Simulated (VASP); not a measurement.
Runs of VASP 6.6.1 on V. The structure is that of space group P6_3/mmc (No. 194), or close to it. The cells are those of the table. 

```tsv
task	cell	k mesh	cutoff (eV)	gap on the mesh (eV)	pressure (GPa)
relaxation of cell and atoms	relaxed from a = 2.694, b = 2.694, c = 8.799 Å, angles 90.0, 90.0, 120.0°, 4 atoms	13 × 13 × 4	600	none	0.0
single point	a = 2.658, b = 2.658, c = 9.293 Å, angles 90.0, 90.0, 120.0°, 4 atoms	18 × 18 × 5	520	none	0.3
single point	a = 2.760, b = 2.760, c = 9.650 Å, angles 90.0, 90.0, 120.0°, 4 atoms	15 × 15 × 4	520	none	-14.6
single point	a = 2.727, b = 2.727, c = 9.534 Å, angles 90.0, 90.0, 120.0°, 4 atoms	15 × 15 × 4	520	none	(a)
```

Alike in all rows: level RPBE; potentials or basis VASP PAW PBE potentials, release 64 (V_sv); no spin polarisation; smearing fermi-dirac 0.1 eV.

Task: Fill in the values left out.

Result: (a) -10.6.

Caveats: the PAW data sets were made with another functional, which shifts forces and pressure a little.

A gap of «none» marks levels without a gap at the run's occupations.
